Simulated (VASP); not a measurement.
Here is a VASP 6.6.1 calculation.

File INCAR:

```
SYSTEM = Be3CdTe4
PREC = Accurate ; ENCUT = 520
EDIFF = 1E-6 ; ISMEAR = 0
SIGMA = 0.02 ; LREAL = Auto
LASPH = .TRUE. ; NELM = 60
ALGO = Normal ; ISIF = 2
LWAVE = .FALSE. ; LCHARG = .FALSE.
GGA = PE ; NBANDS = 56
```

KPOINTS

```
Automatic mesh
0
G
  4 4 4
  0 0 0
```

The input POSCAR:

```
Be3CdTe4
1.0
    8.3215522550      0.0000000000      0.0000000000
    0.0000000000      7.1794842756      0.0000000000
    0.0000000000      0.0000000000      6.8458364156
Be Cd Te
6 2 8
Direct
    0.7510814464      0.6626127562      0.4992822058
    0.2489185536      0.6626127562      0.4992822058
    0.5000000000      0.8203204029      0.9996453728
    0.0000000000      0.1796795971      0.4996453728
    0.2510814464      0.3373872438      0.9992822058
    0.7489185536      0.3373872438      0.9992822058
    0.0000000000      0.8371508853      0.0051526399
    0.5000000000      0.1628491147      0.5051526399
    0.0000000000      0.8433945707      0.4158744790
    0.5000000000      0.7943991546      0.3604759608
    0.7271885176      0.6514745807      0.8601435681
    0.2728114824      0.6514745807      0.8601435681
    0.2271885176      0.3485254193      0.3601435681
    0.7728114824      0.3485254193      0.3601435681
    0.5000000000      0.1566054293      0.9158744790
    0.0000000000      0.2056008454      0.8604759608
```

Potentials or basis: VASP PAW PBE potentials, release 64 (Be, Cd, Te).

Launch:

```sh
$ cat potpaw_PBE.64/Be/POTCAR potpaw_PBE.64/Cd/POTCAR potpaw_PBE.64/Te/POTCAR > POTCAR
$ mpirun -np 1 vasp_std > vasp.out
```

(1) Predict the largest force.

(2) What does it give for the band gap on the k mesh?

(3) Estimate the pressure.

Results:

(1) 0.010 eV/Å.

(2) 1.79 eV, indirect (least direct gap 2.00 eV).

(3) 0.1 GPa.

Caveat: spin-orbit coupling is left out, which moves the levels of the heavy elements.
